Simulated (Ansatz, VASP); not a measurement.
# CrO2: VASP beside Ansatz

INCAR

```
ALGO     = Normal         # electronic algorithm
EDIFF    = 1E-6           # SCF threshold, eV
ENCUT    = 520            # plane-wave cutoff, eV
GGA      = PE             # functional
ISIF     = 2              # what is computed and relaxed
ISMEAR   = -1             # smearing method
ISPIN    = 2              # spin polarisation
LASPH    = True           # aspherical terms in the spheres
LCHARG   = False          # write CHGCAR
LDAU     = True           # DFT+U
LDAUJ    = 0.9 0        
LDAUL    = 2 -1           # shell
LDAUPRINT= 1            
LDAUTYPE = 1            
LDAUU    = 2.9 0          # U, eV
LMAXMIX  = 4              # l up to which the mixer works
LORBIT   = 11             # projections on sites
LREAL    = False          # projectors in reciprocal space
LWAVE    = False          # write WAVECAR
MAGMOM   = 2.1 -2.1 0 0 0 0 # initial moments
NBANDS   = 37             # bands
NELM     = 150            # most SCF steps
PREC     = Accurate       # precision mode
SIGMA    = 0.1            # smearing width, eV
```

KPOINTS

```
k-points
0
Gamma
  4 4 6
```

The input POSCAR:

```
CrO2
1.0
    4.4210000000      0.0000000000      0.0000000000
    0.0000000000      4.4210000000      0.0000000000
    0.0000000000      0.0000000000      2.9170000000
Cr O
2 4
Direct
    0.0000000000      0.0000000000      0.0000000000
    0.5000000000      0.5000000000      0.5150000000
    0.3010000000      0.3010000000      0.0000000000
    0.1990000000      0.8010000000      0.5000000000
    0.6990000000      0.6990000000      0.0000000000
    0.8010000000      0.1990000000      0.5000000000
```

Input for Ansatz:

```yaml
crystal:
  lattice:
    - [4.421, 0.0, 0.0]
    - [0.0, 4.421, 0.0]
    - [0.0, 0.0, 2.917]
  atoms:
    - { symbol: Cr, position: [0.0, 0.0, 0.0], spin: 2.1 }
    - { symbol: Cr, position: [0.5, 0.5, 0.515], spin: -2.1 }
    - { symbol: O, position: [0.301, 0.301, 0.0] }
    - { symbol: O, position: [0.199, 0.801, 0.5] }
    - { symbol: O, position: [0.699, 0.699, 0.0] }
    - { symbol: O, position: [0.801, 0.199, 0.5] }
basis:
  ecutwfc: 450.0
kpoints:
  mp_grid:
    grid: [4, 4, 6]
hamiltonian:
  xc: pbe
  pseudopotentials:
    kind: paw
  hubbard:
    - { species: Cr, l: d, u: 2.9, j: 0.9 }
magnetization:
  spin_polarized: true
scf:
  convergence:
    dr2_threshold: 1.0e-08
  occupations:
    method: fermi_dirac
    width: 0.1
output:
  forces: true
```

Alike in both runs: task single point; functional PBE; k mesh 4 × 4 × 6; occupations fermi-dirac, width 0.1 eV; collinear spin; Hubbard terms Cr d U = 2.9 eV, J = 0.9 eV.

|  | VASP | Ansatz |
| --- | --- | --- |
| version | VASP 6.6.1 | Ansatz 0.2.0 |
| potentials or method | VASP PAW PBE potentials, release 64 (Cr_pv, O), cutoff 520 eV | plane waves, PAW |
| valence electrons in the cell | 48 | 52 |

Ansatz gave:

| Quantity | Value |
| --- | --- |
| gap on the k mesh at the Fermi level (eV) | none |
| rms of the force components (eV/Å) | 0.191 |
| net moment per atom (μB) | 0.03 |
| size of the moment on the site where the two differ most (μB) | 1.37 |

Task: Which values does VASP return?

Result: gap on the k mesh at the Fermi level (eV): none; rms of the force components (eV/Å): 0.245; net moment per atom (μB): 0.00; size of the moment on the site where the two differ most (μB): 1.81.

Site moments also hang on the region over which each program counts them. The programs project onto different local orbitals, so the same U acts differently, and such runs can settle in different states. Atom by atom the forces differ by 0.111 eV/Å (rms over components). A gap of «none» marks a metal or a gap that the smearing closes. VASP's potentials hold 48 valence electrons a cell and Ansatz's 52, so a difference there can come from the potentials and not from the codes. Ansatz's warnings: filled band counts differ across k points.
